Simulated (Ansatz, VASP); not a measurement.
**One calculation of Au, two programs**

```
Au
1.0
     0.25665    2.18154    2.18154
     2.18154    0.25665    2.18154
     2.18154    2.18154    0.25665
Au
1
Direct
  0.00000 0.00000 0.00000
```

Alike in both runs: task single point; functional PBEsol; k mesh 22 × 22 × 22; occupations gaussian, width 0.15 eV; no spin polarisation.

|  | VASP | Ansatz |
| --- | --- | --- |
| version | VASP 6.6.1 | Ansatz 0.2.0 |
| potentials or method | VASP PAW PBE potentials, release 64 (Au), cutoff 520 eV | scalar-relativistic, plane waves, PAW |
| valence electrons in the cell | 11 | 19 |

```tsv
	VASP	Ansatz	Ansatz less VASP
gap on the k mesh at the Fermi level (eV)	none	none	-
pressure (GPa)	5.8	6.1	+0.28
traceless stress, the component that is largest in VASP (GPa)	-6.20	-6.23	-0.022
```

VASP's potentials were made for PBE, not for PBEsol. A gap of «none» marks a metal or a gap that the smearing closes. With one functional, cell and mesh, what is left measures potentials, basis and numerics. VASP's potentials hold 11 valence electrons a cell and Ansatz's 19, so a difference there can come from the potentials and not from the codes.

Neither program's run includes spin-orbit coupling.
